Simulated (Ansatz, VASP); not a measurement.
One calculation of BaTiO3, two programs

File INCAR:

```
PREC     = Accurate       # precision mode
ENCUT    = 520            # plane-wave cutoff, eV
EDIFF    = 1E-6           # SCF threshold, eV
ISMEAR   = -1             # smearing method
SIGMA    = 0.03           # smearing width, eV
LREAL    = F              # projectors in reciprocal space
LASPH    = T              # aspherical terms in the spheres
NELM     = 80             # most SCF steps
ALGO     = Normal         # electronic algorithm
ISIF     = 2              # what is computed and relaxed
LWAVE    = F              # write WAVECAR
LCHARG   = F              # write CHGCAR
GGA      = PS             # functional
NBANDS   = 28             # bands
```

Contents of KPOINTS:

```
Automatic mesh
0
Gamma
  7 7 7
```

File POSCAR:

```
BaTiO3
1.0
    3.9181485176      0.0000000000      0.0000000000
    0.0000000000      3.9181485176      0.0000000000
    0.0000000000      0.0000000000      3.9359769848
Ba Ti O
1 1 3
Direct
    0.0000000000      0.0000000000      0.0000000000
    0.5000000000      0.5000000000      0.5000000000
    0.5000000000      0.5000000000      0.0000000000
    0.5000000000      0.0000000000      0.5000000000
    0.0000000000      0.5000000000      0.5000000000
```

Input for Ansatz:

```yaml
crystal:
  lattice:
    - [3.9181485176, 0.0, 0.0]
    - [0.0, 3.9181485176, 0.0]
    - [0.0, 0.0, 3.9359769848]
  atoms:
    - { symbol: Ba, position: [0.0, 0.0, 0.0] }
    - { symbol: Ti, position: [0.5, 0.5, 0.5] }
    - { symbol: O, position: [0.5, 0.5, 0.0] }
    - { symbol: O, position: [0.5, 0.0, 0.5] }
    - { symbol: O, position: [0.0, 0.5, 0.5] }
kpoints:
  mp_grid: { grid: [7, 7, 7] }
  band_path:
    path:
      - [0.0, 0.0, 0.0]
      - [0.0, 0.5, 0.0]
      - [0.5, 0.5, 0.0]
      - [0.0, 0.0, 0.0]
      - [0.0, 0.0, 0.5]
      - [0.0, 0.5, 0.5]
      - [0.5, 0.5, 0.5]
      - [0.0, 0.0, 0.5]
      - [0.0, 0.5, 0.0]
    npoints: 5
scf:
  occupations: { method: fermi_dirac, width: 0.03 }
hamiltonian:
  xc: pbesol
  pseudopotentials: { kind: all_electron, lapw: { basis_error: 0.001 } }
output:
  forces: true
  stress: true
  eigenvalues: true
```

Change from the starting cell: volume scaled by 0.94.

Alike in both runs: task single point; functional PBEsol; k mesh 7 × 7 × 7; occupations fermi-dirac, width 0.03 eV; no spin polarisation.

|  | VASP | Ansatz |
| --- | --- | --- |
| version | VASP 6.6.1 | Ansatz 0.2.0 |
| potentials or method | VASP PAW PBE potentials, release 64 (Ba_sv, Ti_sv, O), cutoff 520 eV | all-electron LAPW, scalar-relativistic |

```tsv
	VASP	Ansatz	Ansatz less VASP
gap on the k mesh at the Fermi level (eV)	1.87	1.91	+0.037
pressure (GPa)	9.1	6.8	-2.30
traceless stress, the component that is largest in VASP (GPa)	-0.76	-0.73	+0.023
```

VASP's potentials were made for PBE, not for PBEsol. Ansatz ran all-electron here, and VASP with PAW potentials.

Neither program's run includes spin-orbit coupling.
